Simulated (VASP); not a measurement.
**Te: single point with PBEsol**

The system is Te.

```
CELL_PARAMETERS angstrom
2.24200 1.28750 1.82659
-2.24046 1.28948 1.82062
0.00270 -2.56130 1.80810
ATOMIC_POSITIONS crystal
Te 0.51803 0.47116 0.50655
```

This cell differs from its parent crystal: the cell strained at random.

```yaml
Program: VASP 6.6.1
Task: single point
Functional: PBEsol
Potentials_or_basis: VASP PAW PBE potentials, release 64 (Te)
Cutoff: 520 eV
k_mesh: 7 × 7 × 7
Occupations: gaussian, width 0.15 eV
Spin: non-collinear spin, zero start, spin-orbit coupling
Starting_moments: "[[0.0, 0.0, 0.0]] μB"
```

The pressure is 0.0 GPa. The net moment is 0.00 μB per cell and the valence electrons inside the program's atomic spheres are Te 3.27.

Moments on the atoms (μB; x, y, z):
```
Te  0.00 0.00 0.00
```

Run time: 2.2 min on 1 thread of Intel Xeon 8259CL, with other jobs on the host, peak memory 0.28 GiB.

Caveat: the cell differs from its parent crystal (the cell strained at random); the PAW data sets were made with another functional, which shifts forces and pressure a little.
